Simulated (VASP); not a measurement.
Write the native input for VASP 6.6.1 that does the following.

- Task: single point
- Functional: PBE
- Potentials or basis: VASP PAW PBE potentials, release 64 (Na_pv, Al)
- Cutoff: 520 eV
- k mesh: 14 × 14 × 14
- Occupations: gaussian, width 0.1 eV
- Spin: no spin polarisation
- Dipole correction: no
- Further INCAR settings: ALGO = Normal; EDIFF = 1e-06; NBANDS = 16

The structure of NaAl3 lies in POSCAR:

```
NaAl3
1.0
   -2.3439242794      2.3439242794      3.9061741684
    2.3439242794     -2.3439242794      3.9061741684
    2.3439242794      2.3439242794     -3.9061741684
Na Al
1 3
Direct
    0.0000000000      0.0000000000      0.0000000000
    0.7500000000      0.2500000000      0.5000000000
    0.2500000000      0.7500000000      0.5000000000
    0.5000000000      0.5000000000      0.0000000000
```

This cell differs from its parent crystal: strained.

One way to write it, as run:

INCAR

```
PREC = Accurate ; ENCUT = 520
EDIFF = 1E-6 ; ISMEAR = 0
SIGMA = 0.1 ; LREAL = False
LASPH = True ; NELM = 100
ALGO = Normal ; ISIF = 2
LWAVE = False ; LCHARG = False
GGA = PE ; NBANDS = 16
```

KPOINTS

```
Automatic mesh
0
Gamma
  14 14 14
```

Potentials or basis: VASP PAW PBE potentials, release 64 (Na_pv, Al).

Command:

```console
$ cat potpaw_PBE.64/Na_pv/POTCAR potpaw_PBE.64/Al/POTCAR > POTCAR
$ mpirun -np 1 vasp_std > vasp.out
```

It gave:

The pressure is -4.1 GPa and the band gap on the k mesh is zero (band 8 reaches 5.60 eV, above the bottom of band 9 at 3.70 eV).

Caveat: the cell differs from its parent crystal (strained).

Wall time 7.3 min on 1 thread of AMD EPYC 7R43 64-Core Processor (Zen 3), with other jobs on the host, peak memory 0.38 GiB.
